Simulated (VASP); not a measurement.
# K3Mg4SiF12 (a cell with a defect): single point with r2SCAN

The system is K3Mg4SiF12 (a cell with a defect).

```
K Si Mg F
1.0
     7.98254    0.00000    0.00000
     0.00000    7.98254    0.00000
     0.00000    0.00000    7.98254
K Si Mg F
6 2 8 24
Direct
  0.97379 0.00973 0.00003
  0.98683 0.01223 0.50017
  0.98810 0.48979 0.99983
  0.50713 0.01597 0.00019
  0.50603 0.01442 0.50031
  0.50612 0.48964 0.00026
  0.17677 0.50508 0.49993
  0.48927 0.53966 0.50055
  0.24542 0.24143 0.24292
  0.24554 0.24175 0.75753
  0.23918 0.75732 0.24129
  0.23916 0.75692 0.75915
  0.74693 0.25898 0.25817
  0.74701 0.25895 0.74214
  0.75761 0.74416 0.25565
  0.75787 0.74407 0.74455
  0.24788 0.24519 0.00031
  0.24218 0.24596 0.50010
  0.29267 0.75154 0.00034
  0.20193 0.77171 0.49989
  0.74352 0.24600 0.00019
  0.75120 0.22744 0.50016
  0.70804 0.75525 0.00004
  0.77050 0.77188 0.50014
  0.99844 0.23045 0.24160
  0.99852 0.23065 0.75885
  0.99927 0.76607 0.21224
  0.99939 0.76574 0.78819
  0.49238 0.25844 0.24799
  0.49262 0.25779 0.75240
  0.48189 0.71054 0.32194
  0.48160 0.71097 0.67778
  0.26731 0.99708 0.24964
  0.26693 0.99697 0.75089
  0.22925 0.50031 0.23536
  0.23150 0.50021 0.76695
  0.72897 0.99519 0.24670
  0.72929 0.99507 0.75361
  0.75492 0.50282 0.22464
  0.75479 0.50279 0.77577
```

```yaml
Program: VASP 6.6.1
Task: single point
Functional: r2SCAN
Potentials_or_basis: VASP PAW PBE potentials, release 64 (K_sv, Si, Mg, F)
Cutoff: 520 eV
k_mesh: 1 × 1 × 1, shifted
Occupations: fermi-dirac, width 0.05 eV
Spin: no spin polarisation
```

| Property | Result |
| --- | --- |
| Pressure | 0.3 GPa |
| Largest force | 0.167 eV/Å |
| Band gap on the k mesh | 2.51 eV |

Forces in eV/Å, atoms in the order of the input:
```
K    0.044 -0.010  0.003
K    0.050 -0.019  0.002
K    0.040  0.006  0.009
K   -0.042 -0.008 -0.002
K   -0.042 -0.028  0.002
K   -0.054  0.001 -0.005
Si   0.026 -0.001 -0.009
Si  -0.160  0.049 -0.008
Mg   0.002 -0.031 -0.038
Mg   0.005 -0.032  0.038
Mg  -0.014  0.041 -0.034
Mg  -0.011  0.038  0.034
Mg   0.007 -0.010 -0.008
Mg   0.005 -0.012  0.007
Mg   0.037  0.013 -0.019
Mg   0.033  0.017  0.021
F   -0.009 -0.004  0.001
F    0.017 -0.036 -0.003
F   -0.068  0.007  0.001
F    0.057  0.047  0.000
F    0.006  0.021 -0.001
F    0.013  0.051 -0.001
F    0.053 -0.016  0.002
F   -0.028 -0.038  0.000
F    0.011  0.035  0.008
F    0.012  0.036 -0.010
F    0.008 -0.028  0.058
F    0.007 -0.030 -0.060
F   -0.008 -0.029 -0.015
F   -0.010 -0.031  0.015
F   -0.023  0.001  0.000
F   -0.010  0.001  0.004
F   -0.041  0.002 -0.009
F   -0.041  0.003  0.009
F    0.044 -0.002 -0.036
F    0.023  0.001  0.048
F    0.030 -0.012  0.013
F    0.029 -0.011 -0.013
F    0.004  0.006  0.042
F    0.000  0.008 -0.044
```

Stress tensor (GPa, compression positive):
```
-0.24 -0.11  0.01
-0.11  1.07 -0.01
 0.01 -0.01  0.22
```

Levels at points of the mesh, in eV from the valence-band top:
```
           k point  band 120  band 121  band 122  band 123  band 124  band 125  band 126  band 127
(0.25, 0.25, 0.25)     -4.57     -3.96     -2.18      0.00      2.51      2.80      3.89      4.19
```

It took 25 min on 1 thread of Intel(R) Xeon(R) Platinum 8488C (Sapphire Rapids), on a shared host, peak memory 0.65 GiB.

Caveat: the k points lie up to 0.79 Å⁻¹ apart; the PAW data sets were made with another functional, which shifts forces and pressure a little.
